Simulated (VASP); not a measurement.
Wanted: the native input for a VASP 6.6.1 run.

```
Task                   : single point
Functional             : PBE
Potentials or basis    : VASP PAW PBE potentials, release 64 (Sc_sv, Al)
Cutoff                 : 520 eV
k mesh                 : 12 × 12 × 4
Occupations            : gaussian, width 0.1 eV
Spin                   : no spin polarisation
Dipole correction      : no
Further INCAR settings : ALGO = Fast; EDIFF = 1e-06; NBANDS = 38
```

The structure of Sc5Al lies in POSCAR:

```
Sc5Al
1.0
    3.1102167333      0.0000000000      0.0000000000
    0.0000000000      3.1102167333      0.0000000000
    0.0000000000      0.0000000000     12.5500907588
Sc Al
5 1
Direct
    0.0000000000      0.0000000000      0.6470082895
    0.5000000000      0.5000000000      0.8247013069
    0.0000000000      0.0000000000      0.0000000000
    0.5000000000      0.5000000000      0.1752986931
    0.0000000000      0.0000000000      0.3529917105
    0.5000000000      0.5000000000      0.5000000000
```

These files were run (other wordings do the same):

INCAR

```
PREC = Accurate ; ENCUT = 520
EDIFF = 1E-6 ; ISMEAR = 0
SIGMA = 0.1 ; LREAL = False
LASPH = True ; NELM = 80
ALGO = Fast ; ISIF = 2
LWAVE = False ; LCHARG = True
GGA = PE ; LELF = True
LVHAR = True ; NBANDS = 38
```

KPOINTS

```
Automatic mesh
0
Gamma
  12 12 4
```

Potentials or basis: VASP PAW PBE potentials, release 64 (Sc_sv, Al).

Command:

```bash
$ cat potpaw_PBE.64/Sc_sv/POTCAR potpaw_PBE.64/Al/POTCAR > POTCAR
$ mpirun -np 1 vasp_std > vasp.out
```

Results of the run:

```json
{
  "Pressure": "9.3 GPa",
  "Largest force": "0.004 eV/Å",
  "Band gap on the k mesh": "zero (bands 29 and 30 overlap by 0.84 eV)"
}
```

Caveat: the cell stands under pressure.

It took 13 min on 1 thread of Intel(R) Xeon(R) Platinum 8259CL CPU @ 2.50GHz (Skylake/Cascade Lake), on a shared host, peak memory 0.43 GiB.
